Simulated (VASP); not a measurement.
# FeNi3 (Pm-3m) in VASP: single point with LDA

Aim: the single point of FeNi3 with LDA.

Everything below comes from runs of VASP 6.6.1. Logs are shortened: lines on timing, memory, paths and dates and some standing lists are left out, and cuts for length are marked.

## 1. The cell of the first run

The structure is cubic, space group Pm-3m (No. 221). The conventional cell has a = 3.448 Å, b = 3.448 Å, c = 3.448 Å, α = 90.00°, β = 90.00°, γ = 90.00°. Fe (site symmetry m-3m) has 12 Ni at 2.44 Å within 3.2 Å. Ni (site symmetry 4/mmm) has 4 Fe at 2.44 Å and 8 Ni at 2.44 Å within 3.2 Å.

## 2. Single point, LDA, collinear spin, ferromagnetic start

The input, INCAR:

```
SYSTEM = FeNi3
PREC = Accurate ; ENCUT = 520
EDIFF = 1E-6 ; ISMEAR = -1
SIGMA = 0.1 ; LREAL = .False.
LASPH = .True. ; NELM = 150
ALGO = Normal ; ISIF = 2
LWAVE = .False. ; LCHARG = .False.
ISPIN = 2 ; MAGMOM = 3 1.5 1.5 1.5
LORBIT = 11 ; LMAXMIX = 4
NBANDS = 31
```

The input, KPOINTS:

```
regular mesh
0
Gamma
  10 10 10
  0 0 0
```

The input, POSCAR:

```
FeNi3
1.0
    3.4478357294      0.0000000000      0.0000000000
    0.0000000000      3.4478357294      0.0000000000
    0.0000000000      0.0000000000      3.4478357294
Fe Ni
1 3
Direct
    0.0000000000      0.0000000000      0.0000000000
    0.0000000000      0.5000000000      0.5000000000
    0.5000000000      0.0000000000      0.5000000000
    0.5000000000      0.5000000000      0.0000000000
```

Potentials or basis: VASP PAW LDA potentials, release 64 (Fe, Ni).

The run is started by

```console
$ cat potpaw_LDA.64/Fe/POTCAR potpaw_LDA.64/Ni/POTCAR > POTCAR
$ mpirun -np 1 vasp_std > vasp.out
```

OUTCAR:

```text
SYSTEM = FeNi3
   PREC = Accurate
   ENCUT = 520
   EDIFF = 1E-6
   ISMEAR = -1
   LREAL = .False.
   LASPH = .True.
   NELM = 150
   ISIF = 2
   ISPIN = 2
   LORBIT = 11

 ion  position               nearest neighbor table
   1  0.000  0.000  0.000-   2 2.44   3 2.44   4 2.44   2 2.44   3 2.44   2 2.44   4 2.44   2 2.44
                             3 2.44   4 2.44   3 2.44   4 2.44
   2  0.000  0.500  0.500-   1 2.44   3 2.44   4 2.44   1 2.44   4 2.44   1 2.44   3 2.44   1 2.44
                             3 2.44   4 2.44   4 2.44   3 2.44
   3  0.500  0.000  0.500-   1 2.44   2 2.44   4 2.44   1 2.44   4 2.44   2 2.44   4 2.44   4 2.44
                             1 2.44   2 2.44   1 2.44   2 2.44
   4  0.500  0.500  0.000-   1 2.44   2 2.44   3 2.44   2 2.44   3 2.44   1 2.44   3 2.44   3 2.44
                             1 2.44   2 2.44   2 2.44   1 2.44

  LATTYP: Found a simple cubic cell.
 ALAT       =     3.4478357294

  Lattice vectors:

 A1 = (   3.4478357294,   0.0000000000,   0.0000000000)
 A2 = (   0.0000000000,   3.4478357294,   0.0000000000)
 A3 = (   0.0000000000,   0.0000000000,   3.4478357294)

Analysis of symmetry for initial positions (statically):
=====================================================================
 Subroutine PRICEL returns:
 Original cell was already a primitive cell.

 Routine SETGRP: Setting up the symmetry group for a
 simple cubic supercell.

 Subroutine GETGRP returns: Found 48 space group operations
 (whereof 48 operations were pure point group operations)
 out of a pool of 48 trial point group operations.

The static configuration has the point symmetry O_h .

Analysis of symmetry for dynamics (positions and initial velocities):
=====================================================================
 Subroutine PRICEL returns:
 Original cell was already a primitive cell.

 Routine SETGRP: Setting up the symmetry group for a
 simple cubic supercell.

 Subroutine GETGRP returns: Found 48 space group operations
 (whereof 48 operations were pure point group operations)
 out of a pool of 48 trial point group operations.

The dynamic configuration has the point symmetry O_h .

Analysis of structural, dynamic, and magnetic symmetry:
=====================================================================
 Subroutine PRICEL returns:
 Original cell was already a primitive cell.

 Routine SETGRP: Setting up the symmetry group for a
 simple cubic supercell.

 Subroutine GETGRP returns: Found 48 space group operations
 (whereof 48 operations were pure point group operations)
 out of a pool of 48 trial point group operations.

The overall configuration has the point symmetry O_h .

 Subroutine INISYM returns: Found 48 space group operations
[... 131 lines left out ...]
   LRPA    =     F    only Hartree local field effects (RPA)
 spin polarized calculation
  energy-cutoff  :      520.00
  volume of cell :       40.99
 maximum number of plane-waves:      1141
 NGX is ok and might be reduce to    28
   NGX = 13   NGY = 13   NGZ = 13

 number of electron      37.9999979 magnetization       4.5011037

 Free energy of the ion-electron system (eV)
  ---------------------------------------------------
  ext. energy  EPLUGINS =         0.00000000
  ---------------------------------------------------
  free energy    TOTEN  =       -29.24452621 eV

  energy without entropy =      -29.13116624  energy(sigma->0) =      -29.18784622

 E-fermi :   9.3501     XC(G=0): -13.9775

 val. band max:        9.3346218370   @ k =   0.0000   0.0000   0.0000
 cond. band min:       9.3539565740   @ k =   0.2000   0.2000   0.0000
 fundamental gap:      0.0193347370
 Fermi energy:         9.3501171076

 spin component 1

 k-point     1 :       0.0000    0.0000    0.0000
  band No.  band energies     occupation
      1      -0.2240      1.00000
      2       3.7522      1.00000
      3       3.7522      1.00000
      4       4.2691      1.00000
      5       4.5153      1.00000
      6       4.5153      1.00000
[... 805 lines left out ...]
     30      23.8284      0.00000
     31      24.3206      0.00000

 [... further k-points ...]

 spin component 2

 k-point     1 :       0.0000    0.0000    0.0000
  band No.  band energies     occupation
      1      -0.0586      1.00000
      2       4.6074      1.00000
      3       4.6074      1.00000
      4       4.6557      1.00000
      5       5.3371      1.00000
      6       5.3371      1.00000
[... 805 lines left out ...]
     30      24.1945      0.00000
     31      24.7422      0.00000

 [... further k-points ...]

------------------------ aborting loop because EDIFF is reached ----------------------------------------

  FORCE on cell =-STRESS in cart. coord.  units (eV):
  Direction    XX          YY          ZZ          XY          YZ          ZX
  --------------------------------------------------------------------------------------
  -------------------------------------------------------------------------------------
  Total       -0.0687923     -0.0687923     -0.0687923      0.0000000      0.0000000     -0.0000000
  in kB       -2.6891233     -2.6891233     -2.6891233      0.0000000      0.0000000     -0.0000000
  external PRESSURE =      -2.6891233 kB  Pullay stress =       0.0000000 kB

 VOLUME and BASIS-vectors are now :
 -----------------------------------------------------------------------------
  energy-cutoff  :      520.00
  volume of cell :       40.99
      direct lattice vectors                 reciprocal lattice vectors
     3.447835729  0.000000000  0.000000000     0.290037020  0.000000000  0.000000000
     0.000000000  3.447835729  0.000000000     0.000000000  0.290037020  0.000000000
     0.000000000  0.000000000  3.447835729     0.000000000  0.000000000  0.290037020

 POSITION                                       TOTAL-FORCE (eV/Angst)
 -----------------------------------------------------------------------------------
      0.00000      0.00000      0.00000         0.000000      0.000000      0.000000
      0.00000      1.72392      1.72392         0.000000      0.000000      0.000000
      1.72392      0.00000      1.72392         0.000000      0.000000      0.000000
      1.72392      1.72392      0.00000         0.000000      0.000000      0.000000
 -----------------------------------------------------------------------------------
    total drift:                                0.000000      0.000000      0.000000

  FREE ENERGIE OF THE ION-ELECTRON SYSTEM (eV)
  ---------------------------------------------------
  free  energy   TOTEN  =       -29.2445262060 eV

  energy  without entropy=      -29.1311662403  energy(sigma->0) =      -29.18784622

 total charge

# of ion       s       p       d       tot
------------------------------------------
    1        0.506   0.564   6.222   7.292
    2        0.542   0.585   8.374   9.501
    3        0.542   0.585   8.374   9.501
    4        0.542   0.585   8.374   9.501
--------------------------------------------------
tot          2.133   2.318  31.343  35.794

 magnetization (x)

# of ion       s       p       d       tot
------------------------------------------
    1        0.007   0.007   2.656   2.670
    2       -0.012  -0.031   0.639   0.596
    3       -0.012  -0.031   0.639   0.596
    4       -0.012  -0.031   0.639   0.596
--------------------------------------------------
tot         -0.029  -0.087   4.574   4.458
```

OSZICAR:

```text
N       E                     dE             d eps       ncg     rms          rms(c)
DAV:   1     0.246181101411E+03    0.24618E+03   -0.16744E+04  7416   0.178E+03
DAV:   2    -0.158837040594E+02   -0.26206E+03   -0.24562E+03  6951   0.323E+02
DAV:   3    -0.332835493237E+02   -0.17400E+02   -0.16595E+02  7623   0.110E+02
DAV:   4    -0.335452140564E+02   -0.26166E+00   -0.26137E+00  8163   0.147E+01
DAV:   5    -0.335538360751E+02   -0.86220E-02   -0.86215E-02 10452   0.215E+00    0.235E+01
DAV:   6    -0.303416779661E+02    0.32122E+01   -0.23848E+01  7791   0.786E+01    0.143E+01
DAV:   7    -0.325350841878E+02   -0.21934E+01   -0.18175E+01  9016   0.745E+01    0.291E+01
DAV:   8    -0.292979716793E+02    0.32371E+01   -0.39920E+00  8685   0.584E+01    0.521E+00
DAV:   9    -0.292681147696E+02    0.29857E-01   -0.32438E-01  9533   0.661E+00    0.237E+00
DAV:  10    -0.292487358688E+02    0.19379E-01   -0.26036E-02 11013   0.203E+00    0.915E-01
DAV:  11    -0.292450997181E+02    0.36362E-02   -0.39899E-03  9314   0.842E-01    0.434E-01
DAV:  12    -0.292445359065E+02    0.56381E-03   -0.14573E-03 10084   0.873E-01    0.104E-01
DAV:  13    -0.292445403973E+02   -0.44908E-05   -0.24761E-04  8950   0.136E-01    0.545E-02
DAV:  14    -0.292445244016E+02    0.15996E-04   -0.13558E-05 10935   0.680E-02    0.233E-02
DAV:  15    -0.292445257201E+02   -0.13184E-05   -0.28932E-06  6409   0.209E-02    0.899E-03
DAV:  16    -0.292445262060E+02   -0.48589E-06   -0.57315E-07  4328   0.958E-03
   1 F= -.29244526E+02 E0= -.29187846E+02  d E =-.113360E+00  mag=     4.5012
```

Wall time 4.1 min (1 thread of Intel Xeon 8259CL, shared host); peak memory 0.23 GiB.

What came out:

```
Free energy                                           : -29.2445 eV
Pressure                                              : -0.3 GPa
Net moment                                            : 4.50 μB per cell
Site moments                                          : Fe +2.67; Ni +0.60 μB
Valence electrons inside the program's atomic spheres : Fe 7.29; Ni 9.50
```
